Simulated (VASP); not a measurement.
## Li: single point with PBEsol

Li:

```xyz
1
Lattice="0.0000 2.5420 1.6523 2.5420 0.0000 1.6523 2.5420 2.5420 0.0000" Properties=species:S:1:pos:R:3 pbc="T T T"
Li    0.0000    0.0000    0.0000
```

This cell differs from its parent crystal: ratio of the length along z to the lengths across it x 0.65, volume and fractional coordinates fixed.

```yaml
Program: VASP 6.6.1
Task: single point
Functional: PBEsol
Potentials_or_basis: VASP PAW PBE potentials, release 64 (Li_sv)
Cutoff: 520 eV
k_mesh: 20 × 20 × 20
Occupations: gaussian, width 0.15 eV
Spin: no spin polarisation
Dipole_correction: no
Further_INCAR_settings: ALGO = Fast; EDIFF = 1e-06; NBANDS = 8
```

The band gap on the k mesh is zero (an odd number of electrons rules out a gap without spin polarisation).

Levels at points of the mesh, in eV from the Fermi level:
| k point | band 1 | band 2 | band 3 | band 4 | band 5 | band 6 |
| --- | --- | --- | --- | --- | --- | --- |
| (0.00, 0.00, 0.00) | -46.01 | -3.49 | 13.81 | 13.81 | 14.48 | 17.44 |
| (0.50, 0.00, 0.00) | -45.99 | 0.40 | 3.29 | 9.69 | 10.95 | 12.70 |
| (0.50, 0.50, 0.00) | -45.98 | 4.76 | 4.76 | 6.61 | 6.99 | 7.97 |
| (0.50, 0.00, 0.50) | -46.00 | 0.01 | 2.77 | 10.82 | 12.48 | 14.33 |

Wall time 37 s on 1 thread of Intel(R) Xeon(R) 6975P-C (Granite Rapids), with other jobs on the host, peak memory 0.2 GiB.
